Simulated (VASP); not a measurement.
# BaTiO3 (R3m) in VASP: notebook

Runs on BaTiO3. Level: r2SCAN+U. Tasks: single point, relaxation of the atoms.

Program: VASP 6.6.1. These are calculated values, not measurements. Logs are shortened: lines on timing, memory, paths and dates and some standing lists are left out, and cuts for length are marked.

## (1) The cell of the first run

It takes space group R3m (No. 160, trigonal). Conventional cell: a = 5.674 Å, b = 5.674 Å, c = 6.963 Å, α = 90.00°, β = 90.00°, γ = 120.00°. Ba (site symmetry 3m) has 12 O at 2.80 to 2.89 Å and 8 Ti at 3.43 to 3.54 Å within 3.7 Å. Ti (site symmetry 3m) has 6 O at 1.92 to 2.09 Å within 2.6 Å. Within 2.6 Å of O (site symmetry m) lie 2 Ti at 1.92 to 2.09 Å.

## (2) Single point, r2SCAN+U

Input file POSCAR:

```
BaTiO3
1.0
    2.8368574818      1.6378604308      2.3209153037
   -2.8368574818      1.6378604308      2.3209153037
    0.0000000000     -3.2757208616      2.3209153037
Ba Ti O
1 1 3
Direct
   -0.0015516592     -0.0015516592     -0.0015516592
    0.5061941608      0.5061941608      0.5061941608
    0.4907343273      0.9849898438      0.4907343273
    0.4907343273      0.4907343273      0.9849898438
    0.9849898438      0.4907343273      0.4907343273
```

Input file INCAR.step1:

```
  PREC = Accurate
  ENCUT = 520
  ISMEAR = 0
  SIGMA = 0.02
  LREAL = False
  LASPH = True
  NELM = 150
  LMAXMIX = 4
  LDAU = True
  LDAUTYPE = 2
  LDAUL = -1 2 -1
  LDAUU = 0 4 0
  LDAUJ = 0 0 0
  NBANDS = 28
  GGA = PE
  ALGO = Normal
  EDIFF = 1E-4
  LWAVE = True
  LCHARG = False
```

Input file INCAR.step2:

```
  PREC = Accurate
  ENCUT = 520
  EDIFF = 1E-7
  ISMEAR = 0
  SIGMA = 0.02
  LREAL = False
  LASPH = True
  NELM = 150
  ALGO = Normal
  ISIF = 2
  LWAVE = False
  LCHARG = True
  LMAXMIX = 4
  LDAU = True
  LDAUTYPE = 2
  LDAUL = -1 2 -1
  LDAUU = 0 4 0
  LDAUJ = 0 0 0
  LDAUPRINT = 1
  METAGGA = R2SCAN
  LMIXTAU = True
  LELF = True
  LVHAR = True
  NBANDS = 28
  ISTART = 1
```

Input file KPOINTS:

```
regular mesh
0
Gamma
  6 6 6
```

Potentials or basis: VASP PAW PBE potentials, release 64 (Ba_sv, Ti_sv, O).

Launch:

```
> cat potpaw_PBE.64/Ba_sv/POTCAR potpaw_PBE.64/Ti_sv/POTCAR potpaw_PBE.64/O/POTCAR > POTCAR
> cp INCAR.step1 INCAR
> mpirun -np 1 vasp_std > vasp.out
> cp INCAR.step2 INCAR
> mpirun -np 1 vasp_std > vasp.out
```

OUTCAR:

```text
PREC = Accurate
   ENCUT = 520
   EDIFF = 1E-7
   ISMEAR = 0
   LREAL = False
   LASPH = True
   NELM = 150
   ISIF = 2
   METAGGA = R2SCAN
   ISTART = 1

 ion  position               nearest neighbor table
   1  0.998  0.998  0.998-   3 2.80   5 2.80   4 2.80   4 2.84   4 2.84   3 2.84   5 2.84   3 2.84
                             5 2.84   5 2.89   3 2.89   4 2.89   2 3.43   2 3.46   2 3.46   2 3.46
   2  0.506  0.506  0.506-   3 1.92   5 1.92   4 1.92   3 2.09   5 2.09   4 2.09   1 3.43   1 3.46
                             1 3.46   1 3.46   1 3.49   1 3.49   1 3.49   1 3.54
   3  0.491  0.985  0.491-   2 1.92   2 2.09   1 2.80   1 2.84   1 2.84   1 2.89
   4  0.491  0.491  0.985-   2 1.92   2 2.09   1 2.80   1 2.84   1 2.84   1 2.89
   5  0.985  0.491  0.491-   2 1.92   2 2.09   1 2.80   1 2.84   1 2.84   1 2.89

  LATTYP: Found a trigonal (rhomboedric) cell.
 ALAT       =     4.0145977395
 COS(alpha) =     0.0013323989

  Lattice vectors:

 A1 = (   2.8368574818,   1.6378604308,   2.3209153037)
 A2 = (  -2.8368574818,   1.6378604308,   2.3209153037)
 A3 = (   0.0000000000,  -3.2757208616,   2.3209153037)

Analysis of symmetry for initial positions (statically):
=====================================================================
 Subroutine PRICEL returns:
 Original cell was already a primitive cell.

 Routine SETGRP: Setting up the symmetry group for a
 trigonal (rhombohedral) supercell.

 Subroutine GETGRP returns: Found  6 space group operations
 (whereof  6 operations were pure point group operations)
 out of a pool of 12 trial point group operations.

The static configuration has the point symmetry C_3v.

Analysis of symmetry for dynamics (positions and initial velocities):
=====================================================================
 Subroutine PRICEL returns:
 Original cell was already a primitive cell.

 Routine SETGRP: Setting up the symmetry group for a
 trigonal (rhombohedral) supercell.

 Subroutine GETGRP returns: Found  6 space group operations
 (whereof  6 operations were pure point group operations)
 out of a pool of 12 trial point group operations.

The dynamic configuration has the point symmetry C_3v.

 Subroutine INISYM returns: Found  6 space group operations
 (whereof  6 operations are pure point group operations),
 and found     1 'primitive' translations

----------------------------------------------------------------------------------------

                                     Primitive cell

  volume of cell :      64.7031

  direct lattice vectors                    reciprocal lattice vectors
     2.836857482  1.637860431  2.320915304     0.176251364  0.101758772  0.143621498
    -2.836857482  1.637860431  2.320915304    -0.176251364  0.101758772  0.143621498
     0.000000000 -3.275720862  2.320915304     0.000000000 -0.203517545  0.143621498

  length of vectors
     4.014597739  4.014597739  4.014597740     0.249091400  0.249091400  0.249091400

  position of ions in fractional coordinates (direct lattice)
     0.998448341  0.998448341  0.998448341
     0.506194161  0.506194161  0.506194161
     0.490734327  0.984989844  0.490734327
     0.490734327  0.490734327  0.984989844
     0.984989844  0.490734327  0.490734327

  ion indices of the primitive-cell ions
   primitive index   ion index
                 1           1
                 2           2
                 3           3
                 4           4
                 5           5

----------------------------------------------------------------------------------------

 KPOINTS: regular mesh

Automatic generation of k-mesh.
 Grid dimensions read from file:
 generate k-points for:    6    6    6

 Generating k-lattice:

  Cartesian coordinates                     Fractional coordinates (reciprocal lattice)
     0.029375227  0.016959795  0.023936916     0.166666667 -0.000000000  0.000000000
    -0.029375227  0.016959795  0.023936916    -0.000000000  0.166666667  0.000000000
     0.000000000 -0.033919591  0.023936916     0.000000000  0.000000000  0.166666667

  Length of vectors
     0.041515233  0.041515233  0.041515233

  Shift w.r.t. Gamma in fractional coordinates (k-lattice)
     0.000000000  0.000000000  0.000000000

 Subroutine IBZKPT returns following result:
 ===========================================

 Found     32 irreducible k-points:

 Following reciprocal coordinates:
            Coordinates               Weight
  0.000000  0.000000  0.000000      1.000000
  0.166667 -0.000000 -0.000000      6.000000
  0.333333 -0.000000 -0.000000      6.000000
  0.500000 -0.000000  0.000000      3.000000
  0.166667  0.166667 -0.000000      6.000000
  0.333333  0.166667 -0.000000     12.000000
[... 16 lines left out ...]
  0.500000  0.500000  0.166667      6.000000
 -0.333333  0.500000  0.166667     12.000000
 [... further k-points ...]
   k-points           NKPTS =     32   k-points in BZ     NKDIM =     32   number of bands    NBANDS=     28
   number of dos      NEDOS =    301   number of ions     NIONS =      5
   total plane-waves  NPLWV =  27000
   dimension x,y,z NGX =    30 NGY =   30 NGZ =   30
   dimension x,y,z NGXF=    60 NGYF=   60 NGZF=   60
   ions per type =               1   1   3
   NGX,Y,Z   is equivalent  to a cutoff of  12.42, 12.42, 12.42 a.u.
   NGXF,Y,Z  is equivalent  to a cutoff of  24.85, 24.85, 24.85 a.u.
 SYSTEM =  unknown system
   PREC   = accura    normal or accurate (medium, high low for compatibility)
   ISTART =      1    job   : 0-new  1-cont  2-samecut
   ICHARG =      0    charge: 1-file 2-atom 10-const
   ISPIN  =      1    spin polarized calculation?
   LNONCOLLINEAR =      F non collinear calculations
   LSORBIT =      F    spin-orbit coupling
   LASPH  =      T    aspherical Exc in radial PAW
   ENCUT  =  520.0 eV  38.22 Ry    6.18 a.u.   7.46  7.46  7.46*2*pi/ulx,y,z
   NELM   =    150;   NELMIN=  2; NELMDL=  0     # of ELM steps
   EDIFF  = 0.1E-06   stopping-criterion for ELM
   LREAL  =      F    real-space projection
   EDIFFG = 0.1E-05   stopping-criterion for IOM
   NSW    =      0    number of steps for IOM
   IBRION =     -1    ionic relax: 0-MD 1-quasi-New 2-CG
   NFREE  =      0    steps in history (QN), initial steepest desc. (CG)
   ISIF   =      2    stress and relaxation
   ISYM   =      2    0-nonsym 1-usesym 2-fastsym
   POTIM  = 0.5000    time-step for ionic-motion
   TEBEG  =    0.0;   TEEND  =   0.0 temperature during run
   PSTRESS=    0.0 pullay stress
   NELECT =      40.0000    total number of electrons
   NUPDOWN=      -1.0000    fix difference up-down
   EMIN   =  10.00;   EMAX   =-10.00  energy-range for DOS
   EFERMI =   0.00;   METHOD = LEGACY
   ISMEAR =     0;   SIGMA  =   0.02  broadening in eV -4-tet -1-fermi 0-gaus
   EFERMI_NEDOS =   21; number of points for ismear=-14 and -15
   IALGO  =     38    algorithm
   IMIX   =      4    mixing-type and parameters
     AMIX     =   0.40;   BMIX     =  1.00
     AMIX_MAG =   1.60;   BMIX_MAG =  1.00
  volume/ion in A,a.u.               =      12.94        87.33
  Fermi-wavevector in a.u.,A,eV,Ry     =   1.394611  2.635433 26.462524  1.944941
  Thomas-Fermi vector in A             =   2.518144
   LORBIT       =      0    0 simple, 1 ext, 2 COOP (PROOUT), +10 PAW based schemes
 LDA+U is selected, type is set to LDAUTYPE =  2
   angular momentum for each species LDAUL =    -1    2   -1
   U (eV)           for each species LDAUU =   0.0  4.0  0.0
   J (eV)           for each species LDAUJ =   0.0  0.0  0.0
   METAGGA = R2SCAN    functional components
   LHFCALC =     F    Hartree Fock is set to
   AEXX    =    0.0000 exact exchange contribution
   IVDW    =     0    specifies the selected vdW correction
   LEPSILON=     F    determine dielectric tensor
   LRPA    =     F    only Hartree local field effects (RPA)
 non-spin polarized calculation
 Gauss-broadening in eV      SIGMA  =   0.02
  energy-cutoff  :      520.00
  volume of cell :       64.70
 maximum number of plane-waves:      1763
 NGX is ok and might be reduce to    30
   NGX = 15   NGY = 15   NGZ = 15

atom =   2  type =  2  l = 2

 onsite density matrix

spin component  1

  0.1481  0.0000 -0.0000  0.0660  0.0000
  0.0000  0.1873  0.0000  0.0000  0.0660
 -0.0000  0.0000  0.0981  0.0000  0.0000
  0.0660  0.0000  0.0000  0.1873  0.0000
  0.0000  0.0660  0.0000  0.0000  0.1481

spin component  2

  0.1481  0.0000 -0.0000  0.0660  0.0000
  0.0000  0.1873  0.0000  0.0000  0.0660
 -0.0000  0.0000  0.0981  0.0000  0.0000
  0.0660  0.0000  0.0000  0.1873  0.0000
  0.0000  0.0660  0.0000  0.0000  0.1481

 occupancies and eigenvectors

  o =  0.0981  v =  0.0000  0.0000  1.0000  0.0000 -0.0000  0.0000  0.0000  0.0000  0.0000  0.0000      0.0000  0.0000  0.0000  0.0000  0.0000  0.0000  0.0000  0.0000  0.0000  0.0000
  o =  0.0981  v =  0.0000  0.0000  0.0000  0.0000  0.0000  0.0000  0.0000  1.0000  0.0000 -0.0000      0.0000  0.0000  0.0000  0.0000  0.0000  0.0000  0.0000  0.0000  0.0000  0.0000
  o =  0.0988  v =  0.0000  0.0000  0.0000  0.0000  0.0000 -0.8015  0.0000 -0.0000  0.5980  0.0000      0.0000  0.0000  0.0000  0.0000  0.0000  0.0000  0.0000  0.0000  0.0000  0.0000
  o =  0.0988  v = -0.8015  0.0000 -0.0000  0.5980  0.0000  0.0000  0.0000  0.0000  0.0000  0.0000      0.0000  0.0000  0.0000  0.0000  0.0000  0.0000  0.0000  0.0000  0.0000  0.0000
  o =  0.0988  v =  0.0000  0.0000  0.0000  0.0000  0.0000  0.0000  0.5980 -0.0000  0.0000 -0.8015      0.0000  0.0000  0.0000  0.0000  0.0000  0.0000  0.0000  0.0000  0.0000  0.0000
  o =  0.0988  v =  0.0000  0.5980 -0.0000  0.0000 -0.8015  0.0000  0.0000  0.0000  0.0000  0.0000      0.0000  0.0000  0.0000  0.0000  0.0000  0.0000  0.0000  0.0000  0.0000  0.0000
  o =  0.2366  v = -0.5980  0.0000  0.0000 -0.8015 -0.0000  0.0000  0.0000  0.0000  0.0000  0.0000      0.0000  0.0000  0.0000  0.0000  0.0000  0.0000  0.0000  0.0000  0.0000  0.0000
  o =  0.2366  v =  0.0000  0.0000  0.0000  0.0000  0.0000 -0.5980  0.0000  0.0000 -0.8015 -0.0000      0.0000  0.0000  0.0000  0.0000  0.0000  0.0000  0.0000  0.0000  0.0000  0.0000
  o =  0.2366  v =  0.0000  0.8015  0.0000  0.0000  0.5980  0.0000  0.0000  0.0000  0.0000  0.0000      0.0000  0.0000  0.0000  0.0000  0.0000  0.0000  0.0000  0.0000  0.0000  0.0000
  o =  0.2366  v =  0.0000  0.0000  0.0000  0.0000  0.0000  0.0000  0.8015  0.0000  0.0000  0.5980      0.0000  0.0000  0.0000  0.0000  0.0000  0.0000  0.0000  0.0000  0.0000  0.0000

 number of electron      40.0000009 magnetization

 Free energy of the ion-electron system (eV)
  ---------------------------------------------------
  ext. energy  EPLUGINS =         0.00000000
  ---------------------------------------------------
  free energy    TOTEN  =       -71.63808360 eV

  energy without entropy =      -71.63808360  energy(sigma->0) =      -71.63808360

 E-fermi :   3.7369     XC(G=0): -11.8658

 val. band max:        3.5700034291   @ k =   0.5000   0.5000   0.5000
 cond. band min:       6.4664379803   @ k =   0.0000   0.0000   0.0000
 fundamental gap:      2.8964345513
 Fermi energy:         3.7369047353

 k-point     1 :       0.0000    0.0000    0.0000
  band No.  band energies     occupation
      1     -56.2535      2.00000
      2     -31.3747      2.00000
      3     -31.3705      2.00000
      4     -31.3705      2.00000
      5     -21.9219      2.00000
      6     -14.2997      2.00000
[... 20 lines left out ...]
     27       9.1486      0.00000
     28      11.6912      0.00000

 k-point     2 :       0.1667   -0.0000   -0.0000
  band No.  band energies     occupation
      1     -56.2532      2.00000
      2     -31.3844      2.00000
      3     -31.3726      2.00000
      4     -31.3701      2.00000
      5     -21.8917      2.00000
      6     -14.3160      2.00000
[... 20 lines left out ...]
     27       9.6895      0.00000
     28      12.3471      0.00000

 k-point     3 :       0.3333   -0.0000   -0.0000
  band No.  band energies     occupation
      1     -56.2527      2.00000
      2     -31.4082      2.00000
      3     -31.3719      2.00000
      4     -31.3692      2.00000
      5     -21.8299      2.00000
      6     -14.4236      2.00000
[... 616 lines left out ...]
      3     -31.4155      2.00000
      4     -31.3802      2.00000
      5     -21.7024      2.00000
      6     -13.8260      2.00000
[... 20 lines left out ...]
     27      12.6807      0.00000
     28      13.0498      0.00000

 k-point    24 :      -0.3333    0.5000    0.1667
  band No.  band energies     occupation
      1     -56.2515      2.00000
      2     -31.4178      2.00000
      3     -31.4051      2.00000
      4     -31.3806      2.00000
      5     -21.7217      2.00000
      6     -13.9934      2.00000
[... 20 lines left out ...]
     27      12.3257      0.00000
     28      12.8124      0.00000

 [... further k-points ...]
[... 5 lines left out ...]
  --------------------------------------------------------------------------------------
  -------------------------------------------------------------------------------------
  Total        1.6021306      1.6021306      1.4844958      0.0000000      0.0000000      0.0000000
  in kB       39.6719505     39.6719505     36.7590774      0.0000000      0.0000000      0.0000000
  external PRESSURE =      38.7009928 kB  Pullay stress =       0.0000000 kB

 VOLUME and BASIS-vectors are now :
 -----------------------------------------------------------------------------
  energy-cutoff  :      520.00
  volume of cell :       64.70
      direct lattice vectors                 reciprocal lattice vectors
     2.836857482  1.637860431  2.320915304     0.176251364  0.101758772  0.143621498
    -2.836857482  1.637860431  2.320915304    -0.176251364  0.101758772  0.143621498
     0.000000000 -3.275720862  2.320915304     0.000000000 -0.203517545  0.143621498

 POSITION                                       TOTAL-FORCE (eV/Angst)
 -----------------------------------------------------------------------------------
      0.00000      0.00000      6.95194         0.000000      0.000000     -0.020067
      0.00000      0.00000      3.52450         0.000000      0.000000     -0.537134
     -1.40213      0.80952      4.56398        -0.222056      0.128204      0.185734
      0.00000     -1.61904      4.56398         0.000000     -0.256408      0.185734
      1.40213      0.80952      4.56398         0.222056      0.128204      0.185734
 -----------------------------------------------------------------------------------
    total drift:                               -0.000000     -0.000007     -0.004257

  FREE ENERGIE OF THE ION-ELECTRON SYSTEM (eV)
  ---------------------------------------------------
  free  energy   TOTEN  =       -71.6380836043 eV

  energy  without entropy=      -71.6380836043  energy(sigma->0) =      -71.63808360
```

Wall time 3.3 min (1 thread of AMD EPYC 7R13 (Zen 3), shared host); peak memory 0.18 GiB.

What came out:

```yaml
Free_energy: -71.6381 eV
Pressure: 3.9 GPa
Largest_force: 0.537 eV/Å
Band_gap_on_the_k_mesh: 2.90 eV (least direct gap 3.20 eV)
```

Forces in eV/Å, atoms in the order of the input:
```
Ba   0.000  0.000 -0.020
Ti   0.000  0.000 -0.537
O   -0.222  0.128  0.186
O    0.000 -0.256  0.186
O    0.222  0.128  0.186
```

Eigenvalues of the final occupation matrices:
| site | spin | trace | eigenvalues |
| --- | --- | --- | --- |
| site 2 d | 1 | 0.77 | 0.10 0.10 0.10 0.24 0.24 |
| site 2 d | 2 | 0.77 | 0.10 0.10 0.10 0.24 0.24 |

Caveat: the cell stands under pressure; the PAW data sets were made with another functional, which shifts forces and pressure a little; spin-orbit coupling is left out, which moves the levels of the heavy elements.

(Continued in part 2 of 2.)
